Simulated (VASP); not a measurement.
Runs of VASP 6.6.1 on Cu. The structure is that of space group P6_3/mmc (No. 194), or close to it. The cells are those of the table. This isn't the form of Cu at room conditions, which is fcc.

```csv
cell,k mesh,further INCAR settings,gap on the mesh (eV),pressure (GPa)
"a = 2.505, b = 2.505, c = 8.189 Å, angles 90.0, 90.0, 120.0°, 4 atoms",18 × 18 × 6,ALGO = Fast; EDIFF = 1e-06; NBANDS = 30,none,(a)
"a = 2.348, b = 2.348, c = 7.675 Å, angles 90.0, 90.0, 120.0°, 4 atoms",24 × 24 × 6,ALGO = Fast; EDIFF = 1e-06; NBANDS = 30,none,61.1
"a = 2.536, b = 2.536, c = 8.286 Å, angles 90.0, 90.0, 120.0°, 4 atoms",18 × 18 × 6,ALGO = Fast; EDIFF = 1e-07; NBANDS = 30,none,-2.1
"a = 2.484, b = 2.484, c = 8.119 Å, angles 90.0, 90.0, 120.0°, 4 atoms",18 × 18 × 6,ALGO = Fast; EDIFF = 1e-07; NBANDS = 30,none,8.7
"a = 2.458, b = 2.458, c = 8.035 Å, angles 90.0, 90.0, 120.0°, 4 atoms",18 × 18 × 6,ALGO = Fast; EDIFF = 1e-07; NBANDS = 30,none,(b)
```

Alike in all rows: task single point; level PBEsol; potentials or basis VASP PAW PBE potentials, release 64 (Cu); no spin polarisation; cutoff (eV) 520; smearing gaussian 0.1 eV.

Fill in the values left out.

(a) 3.9; (b) 15.6.

Caveats: the PAW data sets were made with another functional, which shifts forces and pressure a little; the cell stands under pressure (at least some runs).

A gap of «none» marks levels without a gap at the run's occupations.
